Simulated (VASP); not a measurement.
# In (R-3m) in VASP: further runs

In is run at these levels: PBE; tasks: single point.

Everything below comes from runs of VASP 6.6.1. Logs are shortened: lines on timing, memory, paths and dates and some standing lists are left out, and cuts for length are marked.

**1. The cell of the first run**

The structure is trigonal, space group R-3m (No. 166). Conventional cell: a = 3.339 Å, b = 3.339 Å, c = 24.622 Å, α = 90.00°, β = 90.00°, γ = 120.00°. Within 4.4 Å of In (site symmetry -3m) lie 12 In at 3.34 to 3.35 Å. In (site symmetry 3m) has 12 In at 3.34 to 3.35 Å within 4.4 Å.

**2. Single point, PBE**

INCAR

```
SYSTEM = In
  PREC = Accurate
  ENCUT = 520
  EDIFF = 1E-6
  ISMEAR = 0
  SIGMA = 0.1
  LREAL = .False.
  LASPH = .True.
  NELM = 80
  ALGO = Fast
  ISIF = 2
  LWAVE = .False.
  LCHARG = .False.
  GGA = PE
  NBANDS = 26
```

KPOINTS

```
regular mesh
0
Gamma
  6 6 6
  0 0 0
```

POSCAR

```
In
1.0
    1.6696368166      0.9639652655      8.2074632500
   -1.6696368166      0.9639652655      8.2074632500
    0.0000000000     -1.9279305310      8.2074632500
In
3
Direct
    0.0000000000      0.0000000000      0.0000000000
    0.7780122400      0.7780122400      0.7780122400
    0.2219877600      0.2219877600      0.2219877600
```

Potentials or basis: VASP PAW PBE potentials, release 64 (In_d).

Run with:

```sh
$ cat potpaw_PBE.64/In_d/POTCAR > POTCAR
$ mpirun -np 1 vasp_std > vasp.out
```

OUTCAR:

```text
SYSTEM = In
   PREC = Accurate
   ENCUT = 520
   EDIFF = 1E-6
   ISMEAR = 0
   LREAL = .False.
   LASPH = .True.
   NELM = 80
   ISIF = 2
   GGA = PE

 ion  position               nearest neighbor table
   1  0.000  0.000  0.000-   2 3.35   3 3.35   2 3.35   2 3.35   3 3.35   3 3.35
   2  0.778  0.778  0.778-   3 3.34   3 3.34   3 3.34   1 3.35   1 3.35   1 3.35
   3  0.222  0.222  0.222-   2 3.34   2 3.34   2 3.34   1 3.35   1 3.35   1 3.35

  LATTYP: Found a trigonal (rhomboedric) cell.
 ALAT       =     8.4308581492
 COS(alpha) =     0.9215612875

  Lattice vectors:

 A1 = (   1.6696368166,   0.9639652655,   8.2074632500)
 A2 = (  -1.6696368166,   0.9639652655,   8.2074632500)
 A3 = (   0.0000000000,  -1.9279305310,   8.2074632500)

Analysis of symmetry for initial positions (statically):
=====================================================================
 Subroutine PRICEL returns:
 Original cell was already a primitive cell.

 Routine SETGRP: Setting up the symmetry group for a
 trigonal (rhombohedral) supercell.

 Subroutine GETGRP returns: Found 12 space group operations
 (whereof 12 operations were pure point group operations)
 out of a pool of 12 trial point group operations.

The static configuration has the point symmetry D_3d.

Analysis of symmetry for dynamics (positions and initial velocities):
=====================================================================
 Subroutine PRICEL returns:
 Original cell was already a primitive cell.

 Routine SETGRP: Setting up the symmetry group for a
 trigonal (rhombohedral) supercell.

 Subroutine GETGRP returns: Found 12 space group operations
 (whereof 12 operations were pure point group operations)
 out of a pool of 12 trial point group operations.

The dynamic configuration has the point symmetry D_3d.

 Subroutine INISYM returns: Found 12 space group operations
 (whereof 12 operations are pure point group operations),
 and found     1 'primitive' translations

----------------------------------------------------------------------------------------

                                     Primitive cell

  volume of cell :      79.2581

  direct lattice vectors                    reciprocal lattice vectors
     1.669636817  0.963965265  8.207463250     0.299466324  0.172896963  0.040613442
    -1.669636817  0.963965265  8.207463250    -0.299466324  0.172896963  0.040613442
     0.000000000 -1.927930531  8.207463250     0.000000000 -0.345793926  0.040613442

  length of vectors
     8.430858149  8.430858149  8.430858149     0.348170778  0.348170778  0.348170778

  position of ions in fractional coordinates (direct lattice)
     0.000000000  0.000000000  0.000000000
     0.778012240  0.778012240  0.778012240
     0.221987760  0.221987760  0.221987760

  ion indices of the primitive-cell ions
   primitive index   ion index
                 1           1
                 2           2
                 3           3

----------------------------------------------------------------------------------------

 KPOINTS: regular mesh

Automatic generation of k-mesh.
 Grid dimensions read from file:
 generate k-points for:    6    6    6

 Generating k-lattice:

  Cartesian coordinates                     Fractional coordinates (reciprocal lattice)
     0.049911054  0.028816160  0.006768907     0.166666667 -0.000000000 -0.000000000
    -0.049911054  0.028816160  0.006768907    -0.000000000  0.166666667 -0.000000000
     0.000000000 -0.057632321  0.006768907    -0.000000000 -0.000000000  0.166666667

  Length of vectors
     0.058028463  0.058028463  0.058028463

  Shift w.r.t. Gamma in fractional coordinates (k-lattice)
     0.000000000  0.000000000  0.000000000

 Subroutine IBZKPT returns following result:
 ===========================================

 Found     32 irreducible k-points:

 Following reciprocal coordinates:
            Coordinates               Weight
  0.000000  0.000000  0.000000      1.000000
  0.166667 -0.000000  0.000000      6.000000
  0.333333 -0.000000  0.000000      6.000000
  0.500000  0.000000  0.000000      3.000000
  0.166667  0.166667  0.000000      6.000000
  0.333333  0.166667  0.000000     12.000000
[... 16 lines left out ...]
  0.500000  0.500000  0.166667      6.000000
 -0.333333  0.500000  0.166667     12.000000
 [... further k-points ...]
   k-points           NKPTS =     32   k-points in BZ     NKDIM =     32   number of bands    NBANDS=     26
   number of dos      NEDOS =    301   number of ions     NIONS =      3
   total plane-waves  NPLWV = 262144
   dimension x,y,z NGX =    64 NGY =   64 NGZ =   64
   dimension x,y,z NGXF=   128 NGYF=  128 NGZF=  128
   ions per type =               3
   NGX,Y,Z   is equivalent  to a cutoff of  12.62, 12.62, 12.62 a.u.
   NGXF,Y,Z  is equivalent  to a cutoff of  25.24, 25.24, 25.24 a.u.
 SYSTEM =  In
   PREC   = accura    normal or accurate (medium, high low for compatibility)
   ISTART =      0    job   : 0-new  1-cont  2-samecut
   ICHARG =      2    charge: 1-file 2-atom 10-const
   ISPIN  =      1    spin polarized calculation?
   LNONCOLLINEAR =      F non collinear calculations
   LSORBIT =      F    spin-orbit coupling
   LASPH  =      T    aspherical Exc in radial PAW
   ENCUT  =  520.0 eV  38.22 Ry    6.18 a.u.  15.68 15.68 15.68*2*pi/ulx,y,z
   NELM   =     80;   NELMIN=  2; NELMDL= -5     # of ELM steps
   EDIFF  = 0.1E-05   stopping-criterion for ELM
   LREAL  =      F    real-space projection
   EDIFFG = 0.1E-04   stopping-criterion for IOM
   NSW    =      0    number of steps for IOM
   IBRION =     -1    ionic relax: 0-MD 1-quasi-New 2-CG
   NFREE  =      0    steps in history (QN), initial steepest desc. (CG)
   ISIF   =      2    stress and relaxation
   ISYM   =      2    0-nonsym 1-usesym 2-fastsym
   POTIM  = 0.5000    time-step for ionic-motion
   TEBEG  =    0.0;   TEEND  =   0.0 temperature during run
   PSTRESS=    0.0 pullay stress
   NELECT =      39.0000    total number of electrons
   NUPDOWN=      -1.0000    fix difference up-down
   EMIN   =  10.00;   EMAX   =-10.00  energy-range for DOS
   EFERMI =   0.00;   METHOD = LEGACY
   ISMEAR =     0;   SIGMA  =   0.10  broadening in eV -4-tet -1-fermi 0-gaus
   EFERMI_NEDOS =   21; number of points for ismear=-14 and -15
   IALGO  =     68    algorithm
   IMIX   =      4    mixing-type and parameters
     AMIX     =   0.40;   BMIX     =  1.00
     AMIX_MAG =   1.60;   BMIX_MAG =  1.00
  volume/ion in A,a.u.               =      26.42       178.29
  Fermi-wavevector in a.u.,A,eV,Ry     =   1.292454  2.442384 22.727687  1.670438
  Thomas-Fermi vector in A             =   2.424161
   LORBIT       =      0    0 simple, 1 ext, 2 COOP (PROOUT), +10 PAW based schemes
   GGA     = PE    functional components
   LHFCALC =     F    Hartree Fock is set to
   AEXX    =    0.0000 exact exchange contribution
   IVDW    =     0    specifies the selected vdW correction
   LEPSILON=     F    determine dielectric tensor
   LRPA    =     F    only Hartree local field effects (RPA)
 non-spin polarized calculation
 RMM-DIIS sequential band-by-band and
 Gauss-broadening in eV      SIGMA  =   0.10
  energy-cutoff  :      520.00
  volume of cell :       79.26
 maximum number of plane-waves:      2154
   NGX = 31   NGY = 31   NGZ = 31

 number of electron      38.9999997 magnetization

 Free energy of the ion-electron system (eV)
  ---------------------------------------------------
  ext. energy  EPLUGINS =         0.00000000
  ---------------------------------------------------
  free energy    TOTEN  =        -7.73514906 eV

  energy without entropy =       -7.72891784  energy(sigma->0) =       -7.73203345

 E-fermi :   7.3260     XC(G=0): -10.2087

 val. band max:        7.2605751960   @ k =  -0.3333   0.3333   0.0000
 cond. band min:       7.3322100341   @ k =   0.5000   0.5000   0.1667
 fundamental gap:      0.0716348381
 Fermi energy:         7.3260396028

 k-point     1 :       0.0000    0.0000    0.0000
  band No.  band energies     occupation
      1      -7.2627      2.00000
      2      -7.2625      2.00000
      3      -7.2235      2.00000
      4      -7.2050      2.00000
      5      -7.2050      2.00000
      6      -7.1856      2.00000
[... 18 lines left out ...]
     25      17.6764      0.00000
     26      17.7288      0.00000

 k-point     2 :       0.1667   -0.0000    0.0000
  band No.  band energies     occupation
      1      -7.2792      2.00000
      2      -7.2600      2.00000
      3      -7.2131      2.00000
      4      -7.1934      2.00000
      5      -7.1738      2.00000
      6      -7.1582      2.00000
[... 18 lines left out ...]
     25      15.1155      0.00000
     26      16.4202      0.00000

 k-point     3 :       0.3333   -0.0000    0.0000
  band No.  band energies     occupation
      1      -7.3482      2.00000
      2      -7.3215      2.00000
      3      -7.2591      2.00000
      4      -7.2208      2.00000
      5      -7.2106      2.00000
      6      -7.1838      2.00000
[... 18 lines left out ...]
     25      12.9420      0.00000
     26      14.2568      0.00000

 k-point     4 :       0.5000    0.0000    0.0000
  band No.  band energies     occupation
      1      -7.3697      2.00000
      2      -7.3593      2.00000
      3      -7.3132      2.00000
      4      -7.2716      2.00000
      5      -7.2388      2.00000
      6      -7.2049      2.00000
[... 18 lines left out ...]
     25      12.1742      0.00000
     26      13.1719      0.00000
[... 496 lines left out ...]
      1      -7.3275      2.00000
      2      -7.2989      2.00000
      3      -7.2547      2.00000
      4      -7.2118      2.00000
      5      -7.1908      2.00000
      6      -7.1820      2.00000
[... 18 lines left out ...]
     25      11.5540      0.00000
     26      12.1171      0.00000

 k-point    23 :       0.5000    0.5000    0.1667
  band No.  band energies     occupation
      1      -7.3646      2.00000
      2      -7.2875      2.00000
      3      -7.2694      2.00000
      4      -7.2392      2.00000
      5      -7.2083      2.00000
      6      -7.1418      2.00000
[... 18 lines left out ...]
     25      13.9548      0.00000
     26      14.4474      0.00000

 k-point    24 :      -0.3333    0.5000    0.1667
  band No.  band energies     occupation
      1      -7.3200      2.00000
      2      -7.3000      2.00000
      3      -7.2505      2.00000
      4      -7.2291      2.00000
      5      -7.1963      2.00000
      6      -7.1628      2.00000
[... 18 lines left out ...]
     25      11.4195      0.00000
     26      12.9734      0.00000

 [... further k-points ...]
[... 5 lines left out ...]
  --------------------------------------------------------------------------------------
  -------------------------------------------------------------------------------------
  Total        0.8990090      0.8990090      0.1987428      0.0000000      0.0000000      0.0000000
  in kB       18.1731847     18.1731847      4.0175235      0.0000000      0.0000000      0.0000000
  external PRESSURE =      13.4546309 kB  Pullay stress =       0.0000000 kB

 VOLUME and BASIS-vectors are now :
 -----------------------------------------------------------------------------
  energy-cutoff  :      520.00
  volume of cell :       79.26
      direct lattice vectors                 reciprocal lattice vectors
     1.669636817  0.963965265  8.207463250     0.299466324  0.172896963  0.040613442
    -1.669636817  0.963965265  8.207463250    -0.299466324  0.172896963  0.040613442
     0.000000000 -1.927930531  8.207463250     0.000000000 -0.345793926  0.040613442

 POSITION                                       TOTAL-FORCE (eV/Angst)
 -----------------------------------------------------------------------------------
      0.00000      0.00000      0.00000         0.000000     -0.000000     -0.000000
      0.00000      0.00000     19.15652         0.000000      0.000000      0.012639
      0.00000      0.00000      5.46587         0.000000      0.000000     -0.012639
 -----------------------------------------------------------------------------------
    total drift:                                0.000000      0.000000     -0.000000

  FREE ENERGIE OF THE ION-ELECTRON SYSTEM (eV)
  ---------------------------------------------------
  free  energy   TOTEN  =        -7.7351490566 eV

  energy  without entropy=       -7.7289178444  energy(sigma->0) =       -7.73203345
```

It took 15 min on 1 thread of Intel Xeon 8259CL, shared host; peak memory 0.56 GiB.

What came out:

```yaml
Free_energy: -7.7351 eV
Pressure: 1.3 GPa
Largest_force: 0.013 eV/Å
Band_gap_on_the_k_mesh: zero (an odd number of electrons rules out a gap without spin polarisation)
```

Forces on the atoms (eV/Å):
```
In   0.000  0.000  0.000
In   0.000  0.000  0.013
In   0.000  0.000 -0.013
```

Caveat: the k points lie up to 0.36 Å⁻¹ apart, too coarse for converged energies and pressures of a metal; spin-orbit coupling is left out, which moves the levels of the heavy elements.

**3. Single point, PBE**

INCAR

```
SYSTEM = In
PREC = Accurate
ENCUT = 520
EDIFF = 1E-6
ISMEAR = -1
SIGMA = 0.008617333262145177
LREAL = .False.
LASPH = .True.
NELM = 80
ALGO = Normal
ISIF = 2
LWAVE = .False.
LCHARG = .False.
GGA = PE
NBANDS = 26
```

KPOINTS is that of step 2.

POSCAR is that of step 2.

Potentials or basis: VASP PAW PBE potentials, release 64 (In_d).

Run with:

```sh
$ cat potpaw_PBE.64/In_d/POTCAR > POTCAR
$ mpirun -np 1 vasp_std > vasp.out
```

Run time: 11 min. Hardware: 1 thread of Intel Xeon 8259CL, shared host; peak memory 0.53 GiB.

It converged, with:

```
Free energy            : -7.7324 eV
Pressure               : 1.4 GPa
Band gap on the k mesh : zero (an odd number of electrons rules out a gap without spin polarisation)
```

Stress tensor (GPa, compression positive):
```
2.02 0.00 0.00
0.00 2.02 0.00
0.00 0.00 0.21
```

Levels at points of the mesh, in eV from the Fermi level:
```
           k point  band 15  band 16  band 17  band 18  band 19  band 20  band 21  band 22  band 23  band 24
(0.00, 0.00, 0.00)   -14.26    -9.38    -6.94    -6.92     0.59     0.61     8.85     8.85     8.93     8.93
(0.50, 0.00, 0.00)   -14.19    -4.66    -4.06    -2.90    -2.63    -1.04    -0.95     3.38     4.18     4.83
(0.50, 0.50, 0.00)   -14.18    -4.41    -4.14    -3.38    -2.93    -0.30    -0.20     2.00     3.43     4.14
(0.50, 0.50, 0.50)   -14.23    -8.79    -8.77    -4.26    -3.26     5.87     5.92     8.43     8.43     9.80
```

Caveat: the k points lie up to 0.36 Å⁻¹ apart, too coarse for converged energies and pressures of a metal; spin-orbit coupling is left out, which moves the levels of the heavy elements.
